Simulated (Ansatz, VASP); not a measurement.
**Two plane-wave programs on Ca**

```
Ca
1.0
     0.00000    2.66880    2.66880
     2.66880    0.00000    2.66880
     2.66880    2.66880    0.00000
Ca
1
Direct
  0.00000 0.00000 0.00000
```

Alike in both runs: functional LDA; k mesh 14 × 14 × 14; occupations gaussian, width 0.1 eV; no spin polarisation.

Ansatz relaxed the structure, and its values are those at the end. VASP's run is a single point on that final structure, the one shown.

|  | VASP | Ansatz |
| --- | --- | --- |
| version | VASP 6.6.1 | Ansatz 0.2.0 |
| potentials or method | VASP PAW LDA potentials, release 64 (Ca_sv), cutoff 520 eV | scalar-relativistic, plane waves, PAW |
| valence electrons in the cell | 10 | 10 |

```tsv
	VASP	Ansatz	Ansatz less VASP
gap on the k mesh at the Fermi level (eV)	none	none	-
pressure (GPa)	0.0	0.0	-0.01
```

Ansatz warns that its potentials were made for another functional, while VASP's fit it. LDA's correlation is that of Perdew and Zunger in VASP and of Perdew and Wang (1992) in Ansatz. A gap of «none» marks a metal or a gap that the smearing closes.
